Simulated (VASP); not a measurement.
# Lu3Si2F (P6/mmm) in VASP: single point with PBE

Aim: the single point of Lu3Si2F with PBE.

Everything below comes from runs of VASP 6.6.1. Logs are shortened: lines on timing, memory, paths and dates and some standing lists are left out, and cuts for length are marked.

## (1) The cell of the first run

The structure is hexagonal, space group P6/mmm (No. 191). The conventional cell has a = 5.542 Å, b = 5.542 Å, c = 4.282 Å, α = 90.00°, β = 90.00°, γ = 120.00°. Within 3.5 Å of Lu (site symmetry mmm) lie 4 Si at 2.67 Å and 4 Lu at 2.77 Å. Within 3.5 Å of Si (site symmetry -6m2) lie 6 Lu at 2.67 Å and 3 Si at 3.20 Å and 3 F at 3.20 Å. Within 4.2 Å of F (site symmetry 6/mmm) lie 6 Si at 3.20 Å and 12 Lu at 3.50 Å.

## (2) Single point, PBE

INCAR

```
  PREC = Accurate
  ENCUT = 520
  EDIFF = 1E-7
  ISMEAR = 0
  SIGMA = 0.1
  LREAL = F
  LASPH = T
  NELM = 100
  ALGO = Normal
  ISIF = 2
  LWAVE = F
  LCHARG = F
  GGA = PE
  NBANDS = 54
```

KPOINTS

```
Automatic mesh
0
Gamma
  6 6 4
```

POSCAR

```
Lu3Si2F
1.0
    5.5420937300      0.0000000000      0.0000000000
   -2.7710468700      4.7995939600      0.0000000000
    0.0000000000      0.0000000000      4.2824393900
Lu Si F
3 2 1
Direct
    0.5000000000      0.0000000000      0.5000000000
    0.5000000000      0.5000000000      0.5000000000
    0.0000000000      0.5000000000      0.5000000000
    0.3333333300      0.6666666700      0.0000000000
    0.6666666700      0.3333333300      0.0000000000
    0.0000000000      0.0000000000      0.0000000000
```

Potentials or basis: VASP PAW PBE potentials, release 64 (Lu, Si, F).

Launch:

```sh
$ cat potpaw_PBE.64/Lu/POTCAR potpaw_PBE.64/Si/POTCAR potpaw_PBE.64/F/POTCAR > POTCAR
$ mpirun -np 1 vasp_std > vasp.out
```

OUTCAR:

```text
PREC = Accurate
   ENCUT = 520
   EDIFF = 1E-7
   ISMEAR = 0
   LREAL = F
   LASPH = T
   NELM = 100
   ISIF = 2
   GGA = PE

 ion  position               nearest neighbor table
   1  0.500  0.000  0.500-   4 2.67   5 2.67   4 2.67   5 2.67   3 2.77   3 2.77   2 2.77   2 2.77

   2  0.500  0.500  0.500-   4 2.67   5 2.67   4 2.67   5 2.67   3 2.77   3 2.77   1 2.77   1 2.77

   3  0.000  0.500  0.500-   4 2.67   5 2.67   4 2.67   5 2.67   1 2.77   1 2.77   2 2.77   2 2.77

   4  0.333  0.667  0.000-   3 2.67   3 2.67   1 2.67   1 2.67   2 2.67   2 2.67
   5  0.667  0.333  0.000-   3 2.67   3 2.67   1 2.67   1 2.67   2 2.67   2 2.67
   6  0.000  0.000  0.000-

  LATTYP: Found a hexagonal cell.
 ALAT       =     5.5420937300
 C/A-ratio  =     0.7727114695

  Lattice vectors:

 A1 = (   5.5420937300,   0.0000000000,   0.0000000000)
 A2 = (  -2.7710468700,   4.7995939600,   0.0000000000)
 A3 = (   0.0000000000,   0.0000000000,   4.2824393900)

Analysis of symmetry for initial positions (statically):
=====================================================================
 Subroutine PRICEL returns:
 Original cell was already a primitive cell.

 Routine SETGRP: Setting up the symmetry group for a
 hexagonal supercell.

 Subroutine GETGRP returns: Found 24 space group operations
 (whereof 24 operations were pure point group operations)
 out of a pool of 24 trial point group operations.

The static configuration has the point symmetry D_6h.

Analysis of symmetry for dynamics (positions and initial velocities):
=====================================================================
 Subroutine PRICEL returns:
 Original cell was already a primitive cell.

 Routine SETGRP: Setting up the symmetry group for a
 hexagonal supercell.

 Subroutine GETGRP returns: Found 24 space group operations
 (whereof 24 operations were pure point group operations)
 out of a pool of 24 trial point group operations.

The dynamic configuration has the point symmetry D_6h.

 Subroutine INISYM returns: Found 24 space group operations
 (whereof 24 operations are pure point group operations),
 and found     1 'primitive' translations

----------------------------------------------------------------------------------------

                                     Primitive cell

  volume of cell :     113.9120

  direct lattice vectors                    reciprocal lattice vectors
     5.542093730  0.000000000  0.000000000     0.180437223  0.104175479  0.000000000
    -2.771046870  4.799593960  0.000000000     0.000000000  0.208350958  0.000000000
     0.000000000  0.000000000  4.282439390     0.000000000  0.000000000  0.233511770

  length of vectors
     5.542093730  5.542093732  4.282439390     0.208350958  0.208350958  0.233511770

  position of ions in fractional coordinates (direct lattice)
     0.500000000  0.000000000  0.500000000
     0.500000000  0.500000000  0.500000000
     0.000000000  0.500000000  0.500000000
     0.333333330  0.666666670  0.000000000
     0.666666670  0.333333330  0.000000000
     0.000000000  0.000000000  0.000000000

  ion indices of the primitive-cell ions
   primitive index   ion index
                 1           1
                 2           2
                 3           3
                 4           4
                 5           5
                 6           6

----------------------------------------------------------------------------------------

 KPOINTS: Automatic mesh

Automatic generation of k-mesh.
 Grid dimensions read from file:
 generate k-points for:    6    6    4

 Generating k-lattice:

  Cartesian coordinates                     Fractional coordinates (reciprocal lattice)
     0.030072870  0.017362580  0.000000000     0.166666667  0.000000000  0.000000000
     0.000000000  0.034725160  0.000000000     0.000000000  0.166666667  0.000000000
     0.000000000  0.000000000  0.058377942     0.000000000  0.000000000  0.250000000

  Length of vectors
     0.034725160  0.034725160  0.058377942

  Shift w.r.t. Gamma in fractional coordinates (k-lattice)
     0.000000000  0.000000000  0.000000000

 Subroutine IBZKPT returns following result:
 ===========================================

 Found     21 irreducible k-points:

 Following reciprocal coordinates:
            Coordinates               Weight
  0.000000  0.000000  0.000000      1.000000
  0.166667  0.000000  0.000000      6.000000
  0.333333  0.000000  0.000000      6.000000
  0.500000  0.000000  0.000000      3.000000
  0.166667  0.166667  0.000000      6.000000
  0.333333  0.166667  0.000000     12.000000
[... 13 lines left out ...]
  0.333333  0.166667  0.500000     12.000000
  0.333333  0.333333  0.500000      2.000000
   k-points           NKPTS =     21   k-points in BZ     NKDIM =     21   number of bands    NBANDS=     54
   number of dos      NEDOS =    301   number of ions     NIONS =      6
   total plane-waves  NPLWV =  56448
   dimension x,y,z NGX =    42 NGY =   42 NGZ =   32
   dimension x,y,z NGXF=    84 NGYF=   84 NGZF=   64
   ions per type =               3   2   1
   NGX,Y,Z   is equivalent  to a cutoff of  12.60, 12.60, 12.42 a.u.
   NGXF,Y,Z  is equivalent  to a cutoff of  25.20, 25.20, 24.85 a.u.
 SYSTEM =  unknown system
   PREC   = accura    normal or accurate (medium, high low for compatibility)
   ISTART =      0    job   : 0-new  1-cont  2-samecut
   ICHARG =      2    charge: 1-file 2-atom 10-const
   ISPIN  =      1    spin polarized calculation?
   LNONCOLLINEAR =      F non collinear calculations
   LSORBIT =      F    spin-orbit coupling
   LASPH  =      T    aspherical Exc in radial PAW
   ENCUT  =  520.0 eV  38.22 Ry    6.18 a.u.  10.30 10.30  7.96*2*pi/ulx,y,z
   NELM   =    100;   NELMIN=  2; NELMDL= -5     # of ELM steps
   EDIFF  = 0.1E-06   stopping-criterion for ELM
   LREAL  =      F    real-space projection
   EDIFFG = 0.1E-05   stopping-criterion for IOM
   NSW    =      0    number of steps for IOM
   IBRION =     -1    ionic relax: 0-MD 1-quasi-New 2-CG
   NFREE  =      0    steps in history (QN), initial steepest desc. (CG)
   ISIF   =      2    stress and relaxation
   ISYM   =      2    0-nonsym 1-usesym 2-fastsym
   POTIM  = 0.5000    time-step for ionic-motion
   TEBEG  =    0.0;   TEEND  =   0.0 temperature during run
   PSTRESS=    0.0 pullay stress
   NELECT =      90.0000    total number of electrons
   NUPDOWN=      -1.0000    fix difference up-down
   EMIN   =  10.00;   EMAX   =-10.00  energy-range for DOS
   EFERMI =   0.00;   METHOD = LEGACY
   ISMEAR =     0;   SIGMA  =   0.10  broadening in eV -4-tet -1-fermi 0-gaus
   EFERMI_NEDOS =   21; number of points for ismear=-14 and -15
   IALGO  =     38    algorithm
   IMIX   =      4    mixing-type and parameters
     AMIX     =   0.40;   BMIX     =  1.00
     AMIX_MAG =   1.60;   BMIX_MAG =  1.00
  volume/ion in A,a.u.               =      18.99       128.12
  Fermi-wavevector in a.u.,A,eV,Ry     =   1.513442  2.859991 31.164239  2.290507
  Thomas-Fermi vector in A             =   2.623233
   LORBIT       =      0    0 simple, 1 ext, 2 COOP (PROOUT), +10 PAW based schemes
   GGA     = PE    functional components
   LHFCALC =     F    Hartree Fock is set to
   AEXX    =    0.0000 exact exchange contribution
   IVDW    =     0    specifies the selected vdW correction
   LEPSILON=     F    determine dielectric tensor
   LRPA    =     F    only Hartree local field effects (RPA)
 non-spin polarized calculation
 Gauss-broadening in eV      SIGMA  =   0.10
  energy-cutoff  :      520.00
  volume of cell :      113.91
 maximum number of plane-waves:      3090
 NGX is ok and might be reduce to    42
   NGX = 21   NGY = 21   NGZ = 15

 number of electron      90.0000025 magnetization

 Free energy of the ion-electron system (eV)
  ---------------------------------------------------
  ext. energy  EPLUGINS =         0.00000000
  ---------------------------------------------------
  free energy    TOTEN  =       -23.30892200 eV

  energy without entropy =      -23.27034316  energy(sigma->0) =      -23.28963258

 E-fermi :   3.7714     XC(G=0): -10.9477

 val. band max:        3.7402375944   @ k =   0.1667   0.0000   0.0000
 cond. band min:       3.7764693718   @ k =   0.3333   0.0000   0.5000
 fundamental gap:      0.0362317774
 Fermi energy:         3.7713588726

 k-point     1 :       0.0000    0.0000    0.0000
  band No.  band energies     occupation
      1     -52.1583      2.00000
      2     -51.9270      2.00000
      3     -51.9270      2.00000
      4     -24.2936      2.00000
      5     -23.4930      2.00000
      6     -23.4930      2.00000
[... 46 lines left out ...]
     53       9.9338      0.00000
     54      10.1734      0.00000

 k-point     2 :       0.1667    0.0000    0.0000
  band No.  band energies     occupation
      1     -52.1449      2.00000
      2     -51.9410      2.00000
      3     -51.9271      2.00000
      4     -24.1858      2.00000
      5     -23.4754      2.00000
      6     -23.4156      2.00000
[... 46 lines left out ...]
     53       9.2821      0.00000
     54       9.5719      0.00000

 k-point     3 :       0.3333    0.0000    0.0000
  band No.  band energies     occupation
      1     -52.1102      2.00000
      2     -51.9767      2.00000
      3     -51.9271      2.00000
      4     -23.9404      2.00000
      5     -23.3724      2.00000
      6     -23.2020      2.00000
[... 46 lines left out ...]
     53       7.8698      0.00000
     54       9.0554      0.00000
[... 913 lines left out ...]
 k-point    20 :       0.3333    0.1667    0.5000
  band No.  band energies     occupation
      1     -52.0816      2.00000
      2     -52.0047      2.00000
      3     -51.9267      2.00000
      4     -23.7412      2.00000
      5     -23.3199      2.00000
      6     -22.9502      2.00000
[... 46 lines left out ...]
     53       7.1126      0.00000
     54       7.3684      0.00000

 k-point    21 :       0.3333    0.3333    0.5000
  band No.  band energies     occupation
      1     -52.0432      2.00000
      2     -52.0432      2.00000
      3     -51.9267      2.00000
      4     -23.4256      2.00000
      5     -23.4256      2.00000
      6     -23.2497      2.00000
[... 46 lines left out ...]
     53       7.0917      0.00000
     54       7.5095      0.00000

------------------------ aborting loop because EDIFF is reached ----------------------------------------

  FORCE on cell =-STRESS in cart. coord.  units (eV):
  Direction    XX          YY          ZZ          XY          YZ          ZX
  --------------------------------------------------------------------------------------
  -------------------------------------------------------------------------------------
  Total       20.2268587     20.2268587     12.7037599     -0.0000000     -0.0000000      0.0000000
  in kB      284.4915900    284.4915899    178.6788995     -0.0000003     -0.0000000      0.0000000
  external PRESSURE =     249.2206931 kB  Pullay stress =       0.0000000 kB

 VOLUME and BASIS-vectors are now :
 -----------------------------------------------------------------------------
  energy-cutoff  :      520.00
  volume of cell :      113.91
      direct lattice vectors                 reciprocal lattice vectors
     5.542093730  0.000000000  0.000000000     0.180437223  0.104175479  0.000000000
    -2.771046870  4.799593960  0.000000000     0.000000000  0.208350958  0.000000000
     0.000000000  0.000000000  4.282439390     0.000000000  0.000000000  0.233511770

 POSITION                                       TOTAL-FORCE (eV/Angst)
 -----------------------------------------------------------------------------------
      2.77105      0.00000      2.14122        -0.000000      0.000000     -0.000000
      1.38552      2.39980      2.14122        -0.000000      0.000000     -0.000000
     -1.38552      2.39980      2.14122        -0.000000      0.000000     -0.000000
     -0.00000      3.19973      0.00000        -0.000000      0.000000     -0.000000
      2.77105      1.59986      0.00000         0.000000     -0.000000      0.000000
      0.00000      0.00000      0.00000        -0.000000      0.000000     -0.000000
 -----------------------------------------------------------------------------------
    total drift:                                0.000000     -0.000000     -0.000000

  FREE ENERGIE OF THE ION-ELECTRON SYSTEM (eV)
  ---------------------------------------------------
  free  energy   TOTEN  =       -23.3089219987 eV

  energy  without entropy=      -23.2703431612  energy(sigma->0) =      -23.28963258
```

Run time: 2.7 min. Hardware: 1 thread of Intel Xeon Platinum 8375C at 2.90GHz (Ice Lake), shared host; peak memory 0.29 GiB.

What came out:

| Quantity | Value |
| --- | --- |
| Free energy | -23.3089 eV |
| Pressure | 24.9 GPa |
| Band gap on the k mesh | zero (band 45 reaches 4.66 eV, above the bottom of band 46 at 3.34 eV) |

Caveat: the k points lie up to 0.37 Å⁻¹ apart; spin-orbit coupling is left out, which moves the levels of the heavy elements.
